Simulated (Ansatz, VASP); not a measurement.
**Two plane-wave programs on Sb2Pt**

```
Sb Pt
1.0
     0.00000    3.20967    3.20967
     3.20967    0.00000    3.20967
     3.20967    3.20967    0.00000
Sb Pt
2 1
Direct
  0.25000 0.25000 0.25000
  0.75000 0.75000 0.75000
  0.00000 0.00000 0.00000
```

Alike in both runs: task single point; functional PBE; k mesh 6 × 6 × 6; occupations gaussian, width 0.1 eV; no spin polarisation.

|  | VASP | Ansatz |
| --- | --- | --- |
| version | VASP 6.6.1 | Ansatz 0.2.0 |
| potentials or method | VASP PAW PBE potentials, release 64 (Sb, Pt), cutoff 520 eV | scalar-relativistic, plane waves, PAW |
| valence electrons in the cell | 20 | 48 |

Ansatz gave:

| Quantity | Value |
| --- | --- |
| gap on the k mesh at the Fermi level (eV) | none |
| pressure (GPa) | 12.8 |

**Question.** Estimate VASP's values.

**Answer.** gap on the k mesh at the Fermi level (eV): none; pressure (GPa): 12.6.

A gap of «none» marks a metal or a gap that the smearing closes. VASP's potentials hold 20 valence electrons a cell and Ansatz's 48, so a difference there can come from the potentials and not from the codes.

Spin-orbit coupling is off throughout.
